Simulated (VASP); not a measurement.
A run of VASP 6.6.1:

The input INCAR:

```
PREC = Accurate
ENCUT = 520
EDIFF = 1E-6
ISMEAR = 0
SIGMA = 0.05
LREAL = False
LASPH = True
NELM = 80
ALGO = Normal
ISIF = 2
LWAVE = False
LCHARG = False
GGA = PS
NBANDS = 16
```

File KPOINTS:

```
regular mesh
0
Gamma
  10 10 10
```

File POSCAR:

```
NbAs
1.0
    0.0000000000      2.8717620844      2.8717620844
    2.8717620844      0.0000000000      2.8717620844
    2.8717620844      2.8717620844      0.0000000000
Nb As
1 1
Direct
    0.0000000000      0.0000000000      0.0000000000
    0.2534821826      0.2465178174      0.2534821826
```

Potentials or basis: VASP PAW PBE potentials, release 64 (Nb_sv, As).

Command:

```bash
$ cat potpaw_PBE.64/Nb_sv/POTCAR potpaw_PBE.64/As/POTCAR > POTCAR
$ mpirun -np 1 vasp_std > vasp.out
```

Hardware: 1 thread of Intel(R) Xeon(R) 6975P-C (Granite Rapids), with other jobs on the host.

Question: How long does it take, and how much memory?

Answer: Wall time 60 s on 1 thread of Intel(R) Xeon(R) 6975P-C (Granite Rapids), with other jobs on the host, peak memory 0.27 GiB. Counts: scf iterations 12, k points 171.
